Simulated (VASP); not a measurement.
# Ge in VASP: single point with PBE+D3(BJ)

Aim: the single point of Ge with PBE+D3(BJ).

Everything below comes from runs of VASP 6.6.1. Logs are shortened: lines on timing, memory, paths and dates and some standing lists are left out, and cuts for length are marked.

### Step 1. The cell of the first run

The cell holds a slab with vacuum, 4 atoms: a = 4.023 Å, b = 4.023 Å, c = 18.869 Å, α = 90.00°, β = 90.00°, γ = 120.00°.

### Step 2. Single point, PBE+D3(BJ)

The input, INCAR:

```
SYSTEM = Ge
PREC = Accurate ; ENCUT = 520
EDIFF = 1E-7 ; ISMEAR = 0
SIGMA = 0.1 ; LREAL = .FALSE.
LASPH = .TRUE. ; NELM = 100
ALGO = Normal ; ISIF = 2
LWAVE = .FALSE. ; LCHARG = .FALSE.
LDIPOL = .TRUE. ; IDIPOL = 3
DIPOL = 0.5 0.5 0.346 ; GGA = PE
IVDW = 12 ; NBANDS = 36
```

The input, KPOINTS:

```
Automatic mesh
0
G
  9 9 1
  0 0 0
```

The input, POSCAR:

```
Ge
1.0
    4.0226895311      0.0000000000      0.0000000000
   -2.0113447656      3.4837513255      0.0000000000
    0.0000000000      0.0000000000     18.8685220517
Ge
4
Direct
    0.3333333333      0.6666666667      0.2809944392
    0.6666666667      0.3333333333      0.2384924472
    0.0000000000      1.2222222222      0.4539423484
    0.3333333333      0.8888888889      0.4114459724
```

Potentials or basis: VASP PAW PBE potentials, release 64 (Ge_d).

Run with:

```sh
> cat potpaw_PBE.64/Ge_d/POTCAR > POTCAR
> mpirun -np 1 vasp_std > vasp.out
```

OUTCAR:

```text
SYSTEM = Ge
   PREC = Accurate
   ENCUT = 520
   EDIFF = 1E-7
   ISMEAR = 0
   LREAL = .FALSE.
   LASPH = .TRUE.
   NELM = 100
   ISIF = 2
   GGA = PE
   IVDW = 12
 IVDW          = 12

 ion  position               nearest neighbor table
   1  0.333  0.667  0.281-   2 2.46   2 2.46   2 2.46   4 2.62
   2  0.667  0.333  0.238-   1 2.46   1 2.46   1 2.46
   3  0.000  0.222  0.454-   4 2.46   4 2.46   4 2.46
   4  0.333  0.889  0.411-   3 2.46   3 2.46   3 2.46   1 2.62

  LATTYP: Found a hexagonal cell.
 ALAT       =     4.0226895311
 C/A-ratio  =     4.6905240650

  Lattice vectors:

 A1 = (   4.0226895311,   0.0000000000,   0.0000000000)
 A2 = (  -2.0113447656,   3.4837513255,   0.0000000000)
 A3 = (   0.0000000000,   0.0000000000,  18.8685220517)

Analysis of symmetry for initial positions (statically):
=====================================================================
 Subroutine PRICEL returns:
 Original cell was already a primitive cell.

 Routine SETGRP: Setting up the symmetry group for a
 hexagonal supercell.

 Subroutine GETGRP returns: Found  2 space group operations
 (whereof  1 operations were pure point group operations)
 out of a pool of 24 trial point group operations.

The static configuration has the point symmetry C_1 .
 The point group associated with its full space group is S_2 .

Analysis of symmetry for dynamics (positions and initial velocities):
=====================================================================
 Subroutine PRICEL returns:
 Original cell was already a primitive cell.

 Routine SETGRP: Setting up the symmetry group for a
 hexagonal supercell.

 Subroutine GETGRP returns: Found  2 space group operations
 (whereof  1 operations were pure point group operations)
 out of a pool of 24 trial point group operations.

The dynamic configuration has the point symmetry C_1 .
 The point group associated with its full space group is S_2 .

 Subroutine INISYM returns: Found  2 space group operations
 (whereof  1 operations are pure point group operations),
 and found     1 'primitive' translations

----------------------------------------------------------------------------------------

                                     Primitive cell

  volume of cell :     264.4244

  direct lattice vectors                    reciprocal lattice vectors
     4.022689531  0.000000000  0.000000000     0.248589903  0.143523447  0.000000000
    -2.011344766  3.483751326  0.000000000     0.000000000  0.287046895  0.000000000
[... 92 lines left out ...]
   NSW    =      0    number of steps for IOM
   IBRION =     -1    ionic relax: 0-MD 1-quasi-New 2-CG
   NFREE  =      0    steps in history (QN), initial steepest desc. (CG)
   ISIF   =      2    stress and relaxation
   ISYM   =      2    0-nonsym 1-usesym 2-fastsym
   POTIM  = 0.5000    time-step for ionic-motion
   TEBEG  =    0.0;   TEEND  =   0.0 temperature during run
   PSTRESS=    0.0 pullay stress
   NELECT =      56.0000    total number of electrons
   NUPDOWN=      -1.0000    fix difference up-down
   EMIN   =  10.00;   EMAX   =-10.00  energy-range for DOS
[... 5 lines left out ...]
     AMIX     =   0.40;   BMIX     =  1.00
     AMIX_MAG =   1.60;   BMIX_MAG =  1.00
  volume/ion in A,a.u.               =      66.11       446.11
  Fermi-wavevector in a.u.,A,eV,Ry     =   0.975821  1.844035 12.955840  0.952227
  Thomas-Fermi vector in A             =   2.106391
   LORBIT       =      0    0 simple, 1 ext, 2 COOP (PROOUT), +10 PAW based schemes
   GGA     = PE    functional components
   LHFCALC =     F    Hartree Fock is set to
   AEXX    =    0.0000 exact exchange contribution
   IVDW    =    12    specifies the selected vdW correction
   LEPSILON=     F    determine dielectric tensor
   LRPA    =     F    only Hartree local field effects (RPA)
 non-spin polarized calculation
 Gauss-broadening in eV      SIGMA  =   0.10
  energy-cutoff  :      520.00
  volume of cell :      264.42
 maximum number of plane-waves:      7165
 NGX is ok and might be reduce to    30
   NGX = 15   NGY = 15   NGZ = 71

 dipolmoment           0.000000      0.000000      0.000072 electrons x Angstroem

 number of electron      56.0000007 magnetization

 dipolmoment           0.000000      0.000000     -0.000593 electrons x Angstroem

 Free energy of the ion-electron system (eV)
  ---------------------------------------------------
  ext. energy  EPLUGINS =         0.00000000
  ---------------------------------------------------
  free energy    TOTEN  =       -16.52692580 eV

  energy without entropy =      -16.52349553  energy(sigma->0) =      -16.52521066

 E-fermi :  -1.4537     XC(G=0):  -4.1921

 val. band max:       -1.4566906824   @ k =   0.0000   0.0000   0.0000
 cond. band min:      -1.4418194124   @ k =   0.2222   0.2222   0.0000
 fundamental gap:      0.0148712700
 Fermi energy:        -1.4536788304

 k-point     1 :       0.0000    0.0000    0.0000
  band No.  band energies     occupation
      1     -25.9200      2.00000
      2     -25.8913      2.00000
      3     -25.8890      2.00000
      4     -25.8786      2.00000
      5     -25.8511      2.00000
      6     -25.8410      2.00000
[... 925 lines left out ...]
     35       4.4708      0.00000
     36       5.0156      0.00000

 [... further k-points ...]

------------------------ aborting loop because EDIFF is reached ----------------------------------------

 vacuum level on the upper side and lower side of the slab       (xc-potential included)        -0.075        -0.066

 Edisp (eV)   -0.88041

 E8    (eV) :    -0.4128

  FORCE on cell =-STRESS in cart. coord.  units (eV):
  Direction    XX          YY          ZZ          XY          YZ          ZX
  --------------------------------------------------------------------------------------
  -------------------------------------------------------------------------------------
  Total      -0.04530     0.09207    -0.02598     0.21069    -0.09177     0.53355
  in kB      -0.27446     0.55784    -0.15739     1.27660    -0.55605     3.23284
  external pressure =        0.04 kB  Pullay stress =        0.00 kB

 VOLUME and BASIS-vectors are now :
 -----------------------------------------------------------------------------
  energy-cutoff  :      520.00
  volume of cell :      264.42
      direct lattice vectors                 reciprocal lattice vectors
     4.022689531  0.000000000  0.000000000     0.248589903  0.143523447  0.000000000
    -2.011344766  3.483751326  0.000000000     0.000000000  0.287046895  0.000000000
     0.000000000  0.000000000 18.868522052     0.000000000  0.000000000  0.052998322

 POSITION                                       TOTAL-FORCE (eV/Angst)
 -----------------------------------------------------------------------------------
     -0.00000      2.32250      5.30195        -0.060438     -0.051298     -0.005122
      2.01134      1.16125      4.50000        -0.094613      0.053599     -0.002969
     -0.44697      0.77417      8.56522         0.094613     -0.053599      0.002969
     -0.44697      3.09667      7.76338         0.060438      0.051298      0.005122
 -----------------------------------------------------------------------------------
    total drift:                               -0.002318      0.003427     -0.126788

  FREE ENERGIE OF THE ION-ELECTRON SYSTEM (eV)
  ---------------------------------------------------
  free  energy   TOTEN  =       -17.4073353945 eV

  energy  without entropy=      -17.4039051293  energy(sigma->0) =      -17.40562026

 vacuum level on the upper side and lower side of the slab         3.087         3.097
```

OSZICAR:

```text
N       E                     dE             d eps       ncg     rms          rms(c)
DAV:   1     0.497240024927E+03    0.49724E+03   -0.29825E+04  3460   0.269E+03
DAV:   2     0.631796572552E+02   -0.43406E+03   -0.42460E+03  3336   0.684E+02
DAV:   3    -0.127483047424E+02   -0.75928E+02   -0.75191E+02  4108   0.191E+02
[... 15 lines left out ...]
DAV:  19    -0.165269197403E+02   -0.28615E-04   -0.23645E-06  2512   0.233E-02    0.382E-04
DAV:  20    -0.165269244630E+02   -0.47227E-05   -0.38050E-07  2272   0.830E-03    0.151E-04
DAV:  21    -0.165269255612E+02   -0.10982E-05   -0.11007E-07  2504   0.892E-03    0.954E-05
DAV:  22    -0.165269257516E+02   -0.19039E-06   -0.38562E-08  2360   0.336E-03    0.626E-05
DAV:  23    -0.165269257965E+02   -0.44947E-07   -0.19981E-08  2296   0.235E-03
   1 F= -.17407335E+02 E0= -.17405620E+02  d E =-.343027E-02
```

Wall time 15 min (1 thread of Intel Xeon 8259CL, shared host); peak memory 0.53 GiB.

What came out:

```
Free energy                : -17.4073 eV
Largest force              : 0.109 eV/Å
Dispersion energy per atom : -0.220 eV
```

Forces in eV/Å, atoms in the order of the input:
```
Ge  -0.060 -0.051 -0.005
Ge  -0.095  0.054 -0.003
Ge   0.095 -0.054  0.003
Ge   0.060  0.051  0.005
```
